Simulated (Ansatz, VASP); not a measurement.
# One calculation of Ba, two programs

```
Ba
1.0
     0.00000    3.21650    3.21650
     3.23267   -0.01616    3.23267
     3.23267    3.23267   -0.01616
Ba
1
Cartesian
  0.0000 0.0000 0.0000
```

Change from the starting cell: strain -0.0100 x Voigt [0, 0, 0, 1, 0, 0], atoms carried along.

Alike in both runs: task single point; functional PBE; k mesh 14 × 14 × 14; occupations gaussian, width 0.15 eV; no spin polarisation.

```csv
,VASP,Ansatz
version,VASP 6.6.1,Ansatz 0.2.0
potentials or method,"VASP PAW PBE potentials, release 64 (Ba_sv), cutoff 520 eV","scalar-relativistic, plane waves, PAW"
valence electrons in the cell,10,10
```

```tsv
	VASP	Ansatz	Ansatz less VASP
gap on the k mesh at the Fermi level (eV)	none	none	-
pressure (GPa)	-0.4	-0.4	-0.04
traceless stress, the component that is largest in VASP (GPa)	0.09	0.09	0.000
```

A gap of «none» marks a metal or a gap that the smearing closes.

Spin-orbit coupling is off throughout.
